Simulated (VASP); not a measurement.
# H3CCl in VASP: a series of runs

Runs on H3CCl. Level: PBE+D3(BJ). Tasks: single point, relaxation of the atoms.

Program: VASP 6.6.1. These are calculated values, not measurements. Logs are shortened: lines on timing, memory, paths and dates and some standing lists are left out, and cuts for length are marked.

**1. The cell of the first run**

The cell holds a disordered packing, 40 atoms: a = 9.320 Å, b = 9.320 Å, c = 9.320 Å, α = 90.00°, β = 90.00°, γ = 90.00°.

**2. Single point, PBE+D3(BJ)**

INCAR reads:

```
PREC = Accurate
ENCUT = 520
EDIFF = 1E-6
ISMEAR = -1
SIGMA = 0.02
LREAL = Auto
LASPH = T
NELM = 80
ALGO = Normal
ISIF = 2
LWAVE = F
LCHARG = F
GGA = PE
IVDW = 12
NBANDS = 82
```

KPOINTS reads:

```
regular mesh
0
Gamma
  1 1 1
```

POSCAR reads:

```
H3CCl
1.0
    9.3201630000      0.0000000000      0.0000000000
    0.0000000000      9.3201630000      0.0000000000
    0.0000000000      0.0000000000      9.3201630000
C Cl H
8 8 24
Direct
    0.9502580611      0.5134380698      0.4279300044
    0.6863194691      0.4301861665      0.8933126642
    0.7232997934      0.9475336302      0.7595707132
    0.2618056518      0.1110912623      0.0028028021
    0.2183269957      0.6605993760      0.7298735592
    0.5045837677      0.8074068574      0.1702105678
    0.0827155922      0.1490443955      0.4945237349
    0.5564327480      0.4512699308      0.4086147321
    0.8732414507      0.5950397195      0.5837678376
    0.7276279469      0.4231806223      1.0799932533
    0.7452093778      1.0302702087      0.9331169769
    0.3034432579      0.1900591662      0.1735814352
    0.1408084477      0.8330143347      0.7651967533
    0.5622432451      0.8146677487      0.3542434043
   -0.0065293554      0.2049219287      0.6578211715
    0.6098254622      0.2680999049      0.4382864808
    1.0639428492      0.4927685778      0.4498860613
    0.8937573221      0.4123489553      0.4075631510
    0.9383118868      0.5875097593      0.3376569413
    0.6739378546      0.5424952476      0.8621745225
    0.7741139548      0.3812524963      0.8331416510
    0.5866824988      0.3706881899      0.8754382177
    0.7192291935      1.0332724115      0.6792755493
    0.8157940657      0.8778810002      0.7401345050
    0.6235200568      0.8856126226      0.7603982674
    0.2530806213      0.1963038213     -0.0776010018
    0.3491733594      0.0373676835     -0.0256326751
    0.1599673190      0.0534632066      0.0118307419
    0.2145921061      0.6417741434      0.6140871294
    0.3295368845      0.6618156748      0.7678927948
    0.1552813256      0.5791557443      0.7861653153
    0.5533718419      0.8983129343      0.1136780684
    0.5420948084      0.7055903796      0.1245864677
    0.3874686622      0.8141544325      0.1684718028
    0.1613740667      0.2317075173      0.4663685528
    0.1367575126      0.0465389364      0.5151226268
    0.0013589859      0.1376522958      0.4097696814
    0.5208949744      0.4970690522      0.5105499503
    0.6487745144      0.5117323079      0.3687725412
    0.4704295236      0.4522962873      0.3284214467
```

Potentials or basis: VASP PAW PBE potentials, release 64 (C, Cl, H).

Launch:

```console
cat potpaw_PBE.64/C/POTCAR potpaw_PBE.64/Cl/POTCAR potpaw_PBE.64/H/POTCAR > POTCAR
mpirun -np 1 vasp_gam > vasp.out
```

OUTCAR:

```text
PREC = Accurate
   ENCUT = 520
   EDIFF = 1E-6
   ISMEAR = -1
   LREAL = Auto
   LASPH = T
   NELM = 80
   ISIF = 2
   GGA = PE
   IVDW = 12
 IVDW          = 12

 ion  position               nearest neighbor table
   1  0.950  0.513  0.428-  19 1.09  18 1.10  17 1.10   9 1.79
   2  0.686  0.430  0.893-  21 1.09  20 1.09  22 1.09  10 1.78
   3  0.723  0.948  0.760-  24 1.09  25 1.09  23 1.10  11 1.80
   4  0.262  0.111  0.003-  28 1.09  26 1.09  27 1.10  12 1.80
   5  0.218  0.661  0.730-  29 1.09  31 1.09  30 1.10  13 1.79
   6  0.505  0.807  0.170-  34 1.09  32 1.10  33 1.10  14 1.80
   7  0.083  0.149  0.495-  35 1.10  36 1.10  37 1.10  15 1.81
   8  0.556  0.451  0.409-  38 1.09  39 1.09  40 1.10  16 1.80
   9  0.873  0.595  0.584-   1 1.79
  10  0.728  0.423  0.080-   2 1.78
  11  0.745  0.030  0.933-   3 1.80
  12  0.303  0.190  0.174-   4 1.80
  13  0.141  0.833  0.765-   5 1.79
  14  0.562  0.815  0.354-   6 1.80
[... 24 lines left out ...]
  39  0.649  0.512  0.369-   8 1.09
  40  0.470  0.452  0.328-   8 1.10

  LATTYP: Found a simple cubic cell.
 ALAT       =     9.3201630000

  Lattice vectors:

 A1 = (   9.3201630000,   0.0000000000,   0.0000000000)
 A2 = (   0.0000000000,   9.3201630000,   0.0000000000)
 A3 = (   0.0000000000,   0.0000000000,   9.3201630000)

Analysis of symmetry for initial positions (statically):
=====================================================================
 Subroutine PRICEL returns:
 Original cell was already a primitive cell.

 Routine SETGRP: Setting up the symmetry group for a
 simple cubic supercell.

 Subroutine GETGRP returns: Found  1 space group operations
 (whereof  1 operations were pure point group operations)
 out of a pool of 48 trial point group operations.

The static configuration has the point symmetry C_1 .

Analysis of symmetry for dynamics (positions and initial velocities):
=====================================================================
 Subroutine PRICEL returns:
 Original cell was already a primitive cell.

 Routine SETGRP: Setting up the symmetry group for a
 simple cubic supercell.

 Subroutine GETGRP returns: Found  1 space group operations
 (whereof  1 operations were pure point group operations)
 out of a pool of 48 trial point group operations.

The dynamic configuration has the point symmetry C_1 .

 Subroutine INISYM returns: Found  1 space group operations
 (whereof  1 operations are pure point group operations),
 and found     1 'primitive' translations

----------------------------------------------------------------------------------------

                                     Primitive cell

  volume of cell :     809.6000

  direct lattice vectors                    reciprocal lattice vectors
     9.320163000  0.000000000  0.000000000     0.107294261  0.000000000  0.000000000
     0.000000000  9.320163000  0.000000000     0.000000000  0.107294261  0.000000000
     0.000000000  0.000000000  9.320163000     0.000000000  0.000000000  0.107294261

  length of vectors
     9.320163000  9.320163000  9.320163000     0.107294261  0.107294261  0.107294261

  position of ions in fractional coordinates (direct lattice)
     0.950258061  0.513438070  0.427930004
     0.686319469  0.430186167  0.893312664
     0.723299793  0.947533630  0.759570713
     0.261805652  0.111091262  0.002802802
     0.218326996  0.660599376  0.729873559
     0.504583768  0.807406857  0.170210568
[... 32 lines left out ...]
     0.648774514  0.511732308  0.368772541
     0.470429524  0.452296287  0.328421447

  ion indices of the primitive-cell ions
   primitive index   ion index
                 1           1
                 2           2
                 3           3
                 4           4
                 5           5
                 6           6
[... 32 lines left out ...]
                39          39
                40          40

----------------------------------------------------------------------------------------

 KPOINTS: regular mesh

Automatic generation of k-mesh.
 Grid dimensions read from file:
[... 44 lines left out ...]
   TEBEG  =    0.0;   TEEND  =   0.0 temperature during run
   PSTRESS=    0.0 pullay stress
   NELECT =     112.0000    total number of electrons
   NUPDOWN=      -1.0000    fix difference up-down
   EMIN   =  10.00;   EMAX   =-10.00  energy-range for DOS
   EFERMI =   0.00;   METHOD = LEGACY
   ISMEAR =    -1;   SIGMA  =   0.02  broadening in eV -4-tet -1-fermi 0-gaus
   EFERMI_NEDOS =   21; number of points for ismear=-14 and -15
   IALGO  =     38    algorithm
   IMIX   =      4    mixing-type and parameters
     AMIX     =   0.40;   BMIX     =  1.00
     AMIX_MAG =   1.60;   BMIX_MAG =  1.00
  volume/ion in A,a.u.               =      20.24       136.59
  Fermi-wavevector in a.u.,A,eV,Ry     =   0.846689  1.600011  9.753779  0.716883
  Thomas-Fermi vector in A             =   1.962076
   LORBIT       =      0    0 simple, 1 ext, 2 COOP (PROOUT), +10 PAW based schemes
   GGA     = PE    functional components
   LHFCALC =     F    Hartree Fock is set to
   AEXX    =    0.0000 exact exchange contribution
   IVDW    =    12    specifies the selected vdW correction
   LEPSILON=     F    determine dielectric tensor
   LRPA    =     F    only Hartree local field effects (RPA)
 non-spin polarized calculation
  energy-cutoff  :      520.00
  volume of cell :      809.60
 maximum number of plane-waves:     10940
 NGX is ok and might be reduce to    70
   NGX = 35   NGY = 35   NGZ = 35

 number of electron     112.0000004 magnetization

 Free energy of the ion-electron system (eV)
  ---------------------------------------------------
  ext. energy  EPLUGINS =         0.00000000
  ---------------------------------------------------
  free energy    TOTEN  =      -179.75150225 eV

  energy without entropy =     -179.75150225  energy(sigma->0) =     -179.75150225

 E-fermi :  -3.3517     XC(G=0):  -5.5105

 val. band max:       -3.8682754968   @ k =   0.0000   0.0000   0.0000
 cond. band min:       1.3884437463   @ k =   0.0000   0.0000   0.0000
 fundamental gap:      5.2567192431
 Fermi energy:        -3.3516939052

 k-point     1 :       0.0000    0.0000    0.0000
  band No.  band energies     occupation
      1     -18.5066      2.00000
      2     -18.4013      2.00000
      3     -18.3176      2.00000
      4     -18.2556      2.00000
      5     -18.2290      2.00000
      6     -18.2019      2.00000
[... 60 lines left out ...]
     67       3.1561      0.00000
     68       3.1952      0.00000
 [bands above 68 left out]

------------------------ aborting loop because EDIFF is reached ----------------------------------------

 Edisp (eV)   -1.59079

 E8    (eV) :    -0.4228

  FORCE on cell =-STRESS in cart. coord.  units (eV):
  Direction    XX          YY          ZZ          XY          YZ          ZX
  --------------------------------------------------------------------------------------
  -------------------------------------------------------------------------------------
  Total      -2.04102    -2.35434    -2.59319     0.36519    -0.52603     0.02337
  in kB      -4.03912    -4.65917    -5.13186     0.72271    -1.04099     0.04624
  external pressure =       -4.61 kB  Pullay stress =        0.00 kB

 VOLUME and BASIS-vectors are now :
 -----------------------------------------------------------------------------
  energy-cutoff  :      520.00
  volume of cell :      809.60
      direct lattice vectors                 reciprocal lattice vectors
     9.320163000  0.000000000  0.000000000     0.107294261  0.000000000  0.000000000
     0.000000000  9.320163000  0.000000000     0.000000000  0.107294261  0.000000000
     0.000000000  0.000000000  9.320163000     0.000000000  0.000000000  0.107294261

 POSITION                                       TOTAL-FORCE (eV/Angst)
 -----------------------------------------------------------------------------------
      8.85656      4.78533      3.98838        -0.004828     -0.006326      0.054955
      6.39661      4.00941      8.32582        -0.046718     -0.037522     -0.064080
      6.74127      8.83117      7.07932         0.064741      0.121280      0.149076
      2.44007      1.03539      0.02612         0.097289     -0.005788      0.026041
      2.03484      6.15689      6.80254        -0.010577      0.099401      0.026327
      4.70280      7.52516      1.58639         0.142410      0.015855      0.115645
[... 32 lines left out ...]
      6.04668      4.76943      3.43702        -0.072567     -0.055314      0.037869
      4.38448      4.21548      3.06094         0.034379     -0.044552      0.063985
 -----------------------------------------------------------------------------------
    total drift:                               -0.003729      0.007371      0.009722

  FREE ENERGIE OF THE ION-ELECTRON SYSTEM (eV)
  ---------------------------------------------------
  free  energy   TOTEN  =      -181.3422939033 eV

  energy  without entropy=     -181.3422939033  energy(sigma->0) =     -181.34229390
```

Run time: 3.8 min. Hardware: 1 thread of Intel Xeon 8259CL, shared host; peak memory 0.64 GiB.

Results:

| Item | Value |
| --- | --- |
| Free energy | -181.3423 eV |
| Pressure | -0.5 GPa |
| Largest force | 0.387 eV/Å |
| Band gap on the k mesh | 5.26 eV |
| Dispersion energy per atom | -0.040 eV |

Forces in eV/Å, atoms in the order of the input:
```
C   -0.005 -0.006  0.055
C   -0.047 -0.038 -0.064
C    0.065  0.121  0.149
C    0.097 -0.006  0.026
C   -0.011  0.099  0.026
C    0.142  0.016  0.116
C   -0.148  0.053  0.142
C    0.050 -0.097 -0.040
Cl   0.015 -0.004 -0.072
Cl   0.025  0.010  0.040
Cl  -0.043 -0.080 -0.244
Cl   0.000 -0.055 -0.133
Cl   0.067 -0.089 -0.015
Cl  -0.048  0.025 -0.121
Cl   0.239 -0.149 -0.265
Cl  -0.055  0.153 -0.003
H   -0.068  0.002 -0.027
H    0.020  0.050  0.011
H   -0.013 -0.012 -0.003
H   -0.007  0.067 -0.031
H    0.022 -0.027 -0.028
H    0.018 -0.013  0.004
H   -0.026 -0.065  0.038
H   -0.007  0.019  0.013
H   -0.007  0.020 -0.001
H   -0.018 -0.010  0.044
H   -0.114  0.082  0.038
H    0.025  0.011  0.001
H    0.021  0.016  0.006
H   -0.025 -0.015 -0.009
H    0.005  0.014 -0.007
H   -0.050 -0.064  0.036
H   -0.029  0.042  0.041
H   -0.011  0.007 -0.011
H   -0.067 -0.076 -0.019
H   -0.080  0.082  0.021
H    0.138  0.041  0.164
H   -0.032 -0.025  0.020
H   -0.073 -0.055  0.038
H    0.034 -0.045  0.064
```

Levels at points of the mesh, in eV from the valence-band top:
```
           k point  band 52  band 53  band 54  band 55  band 56  band 57  band 58  band 59  band 60  band 61
(0.00, 0.00, 0.00)    -0.15    -0.14    -0.08    -0.01     0.00     5.26     5.59     5.76     5.95     6.17
```

Caveat: the k points lie up to 0.67 Å⁻¹ apart.

**3. Relaxation of the atoms, PBE+D3(BJ)**

INCAR, as its differences from that of step 2:

```diff
@@ -7,3 +7,3 @@
 LASPH = T
-NELM = 80
+NELM = 100
 ALGO = Normal
@@ -14,2 +14,4 @@
 IVDW = 12
-NBANDS = 82
+IBRION = 2
+NSW = 35
+EDIFFG = -0.3
```

KPOINTS is that of step 2.

POSCAR reads:

```
H3CCl
1.0
    9.3201630000      0.0000000000      0.0000000000
    0.0000000000      9.3201630000      0.0000000000
    0.0000000000      0.0000000000      9.3201630000
C Cl H
8 8 24
Direct
    0.9623249000      0.4986066000      0.4379460000
    0.6835794000      0.4329617000      0.9181193000
    0.7271313000      0.9487587000      0.7710202000
    0.2747740000      0.0992818000      0.0203846000
    0.2006696000      0.6505231000      0.7251655000
    0.5021984000      0.8061112000      0.1520604000
    0.0565982000      0.1717371000      0.4853288000
    0.5862376000      0.4720565000      0.3851100000
    0.8967608000      0.5700032000      0.6021707000
    0.7080476000      0.4220514000      1.1069264000
    0.7377399000      0.9974091000      0.9551030000
    0.2954626000      0.1898837000      0.1869053000
    0.1034362000      0.8124205000      0.7516375000
    0.5617265000      0.7760678000      0.3307211000
   -0.0709948000      0.2201740000      0.6185195000
    0.6265278000      0.2859268000      0.3950243000
    1.0732492000      0.4653240000      0.4527335000
    0.8967727000      0.4068541000      0.4076977000
    0.9560062000      0.5811144000      0.3555863000
    0.6761336000      0.5453338000      0.8873352000
    0.7748418000      0.3829887000      0.8651621000
    0.5851885000      0.3770613000      0.8893974000
    0.7262498000      1.0458491000      0.7061875000
    0.8199023000      0.8833377000      0.7437398000
    0.6289228000      0.8881108000      0.7534844000
    0.2796801000      0.1775055000     -0.0661462000
    0.3609176000      0.0213464000      0.0087251000
    0.1714012000      0.0450264000      0.0193866000
    0.1960307000      0.6216181000      0.6121453000
    0.3115686000      0.6672224000      0.7576175000
    0.1523266000      0.5662945000      0.7899659000
    0.5480491000      0.9062021000      0.1132002000
    0.5374516000      0.7173066000      0.0849668000
    0.3856364000      0.8127201000      0.1515948000
    0.1276674000      0.2623754000      0.4662378000
    0.1180871000      0.0800672000      0.5233593000
    0.0000408000      0.1439174000      0.3870541000
    0.5564239000      0.5100571000      0.4914006000
    0.6807010000      0.5292808000      0.3472599000
    0.4975891000      0.4876999000      0.3107642000
```

Potentials or basis: VASP PAW PBE potentials, release 64 (C, Cl, H).

Launch:

```console
cat potpaw_PBE.64/C/POTCAR potpaw_PBE.64/Cl/POTCAR potpaw_PBE.64/H/POTCAR > POTCAR
mpirun -np 1 vasp_gam > vasp.out
```

Run time: 38 min. Hardware: 1 thread of Intel Xeon 8259CL, shared host; peak memory 0.77 GiB.

The run converged. Its results:

* Free energy: -181.1215 eV
* Energy gained by relaxing: 17.0 meV/atom
* Ionic steps: 15
* Pressure after relaxing: -0.3 GPa
* Largest force after relaxing: 0.296 eV/Å
* Band gap on the k mesh: 5.10 eV
* Dispersion energy per atom: -0.040 eV

Forces in eV/Å, atoms in the order of the input:
```
C    0.033  0.128 -0.087
C    0.037 -0.022 -0.282
C   -0.021  0.029 -0.062
C   -0.014  0.030  0.006
C    0.042  0.039 -0.002
C   -0.006 -0.007 -0.095
C    0.144 -0.051  0.065
C   -0.035 -0.070  0.195
Cl   0.212 -0.006 -0.071
Cl   0.001  0.040 -0.107
Cl  -0.085 -0.083 -0.197
Cl  -0.046 -0.059 -0.163
Cl   0.064 -0.190 -0.054
Cl  -0.069 -0.123 -0.180
Cl   0.184  0.046 -0.121
Cl   0.040  0.032 -0.015
H   -0.102  0.059  0.104
H   -0.038 -0.005  0.012
H   -0.055 -0.059  0.054
H    0.026  0.264  0.131
H    0.152 -0.113  0.026
H   -0.181 -0.177  0.099
H   -0.023 -0.076 -0.010
H   -0.009  0.020  0.027
H    0.036  0.046  0.197
H   -0.008  0.011  0.060
H   -0.056  0.038 -0.059
H    0.048  0.056  0.060
H   -0.001  0.144  0.069
H   -0.031 -0.064 -0.012
H   -0.006  0.126  0.027
H   -0.010 -0.064  0.021
H    0.124  0.045  0.242
H   -0.003  0.072  0.142
H    0.032 -0.074  0.033
H   -0.025  0.046 -0.083
H   -0.107 -0.021  0.151
H   -0.047  0.021 -0.200
H   -0.128 -0.050  0.030
H   -0.072  0.021  0.049
```

Stress tensor (GPa, compression positive):
```
-0.08  0.04 -0.03
 0.04 -0.29 -0.16
-0.03 -0.16 -0.51
```

The path:
```tsv
step	energy change (eV)	largest force (eV/Å)	pressure (GPa)
1	0.0000	0.6829	0.86
2	-0.0867	0.7257	0.32
3	-0.0904	0.9115	0.19
4	-0.1432	0.5761	0.08
5	-0.1778	0.6862	-0.10
6	-0.2309	0.3981	-0.02
7	-0.2816	0.9391	0.17
8	-0.3306	0.7775	0.22
9	-0.4132	0.4250	0.40
10	-0.4201	0.5287	0.47
11	-0.4924	0.4013	0.33
12	-0.5640	1.0543	-0.01
13	-0.6158	0.7482	-0.12
14	-0.6592	0.4984	-0.34
15	-0.6781	0.2961	-0.29
```

Final structure:
```cif
data_structure
_symmetry_space_group_name_H-M 'P 1'
_symmetry_Int_Tables_number 1
_cell_length_a 9.3202
_cell_length_b 9.3202
_cell_length_c 9.3202
_cell_angle_alpha 90.000
_cell_angle_beta 90.000
_cell_angle_gamma 90.000
_cell_volume 809.60
loop_
_atom_site_label
_atom_site_type_symbol
_atom_site_fract_x
_atom_site_fract_y
_atom_site_fract_z
_atom_site_occupancy
C1 C 0.95429 0.51097 0.43066 1
C2 C 0.68826 0.43256 0.89885 1
C3 C 0.72516 0.94685 0.76773 1
C4 C 0.27182 0.10102 0.01665 1
C5 C 0.20930 0.65584 0.72929 1
C6 C 0.49751 0.81088 0.15749 1
C7 C 0.06390 0.15660 0.48862 1
C8 C 0.57710 0.45975 0.40389 1
Cl1 Cl 0.86575 0.58583 0.58377 1
Cl2 Cl 0.73057 0.41620 0.08418 1
Cl3 Cl 0.75478 0.01563 0.94542 1
Cl4 Cl 0.29830 0.18940 0.18570 1
Cl5 Cl 0.12894 0.82713 0.76502 1
Cl6 Cl 0.55770 0.82426 0.33979 1
Cl7 Cl 0.95558 0.19464 0.64291 1
Cl8 Cl 0.61049 0.27205 0.43080 1
H1 H 0.06551 0.48406 0.45813 1
H2 H 0.89720 0.41365 0.39847 1
H3 H 0.95317 0.59098 0.34438 1
H4 H 0.67774 0.54504 0.86890 1
H5 H 0.77321 0.38501 0.83405 1
H6 H 0.58767 0.37756 0.87663 1
H7 H 0.71926 0.03894 0.69522 1
H8 H 0.81644 0.87890 0.73868 1
H9 H 0.62488 0.88533 0.76300 1
H10 H 0.27439 0.18091 0.93053 1
H11 H 0.35945 0.02413 0.00323 1
H12 H 0.16812 0.04567 0.01690 1
H13 H 0.20002 0.63149 0.61456 1
H14 H 0.32248 0.66312 0.76025 1
H15 H 0.15381 0.57267 0.79121 1
H16 H 0.53778 0.90556 0.10073 1
H17 H 0.53972 0.71319 0.10669 1
H18 H 0.38011 0.80724 0.15505 1
H19 H 0.13417 0.24866 0.46936 1
H20 H 0.12765 0.06094 0.51335 1
H21 H 0.99654 0.13897 0.39387 1
H22 H 0.54647 0.50530 0.50807 1
H23 H 0.67518 0.51154 0.36570 1
H24 H 0.49264 0.47012 0.32326 1
```

Levels at points of the mesh, in eV from the valence-band top:
| k point | band 53 | band 54 | band 55 | band 56 | band 57 | band 58 | band 59 | band 60 |
| --- | --- | --- | --- | --- | --- | --- | --- | --- |
| (0.00, 0.00, 0.00) | -0.23 | -0.19 | -0.08 | 0.00 | 5.10 | 5.40 | 5.60 | 5.83 |

Caveat: the k points lie up to 0.67 Å⁻¹ apart; the relaxation stopped at a loose force limit of 0.3 eV/Å, so its end isn't a converged minimum.
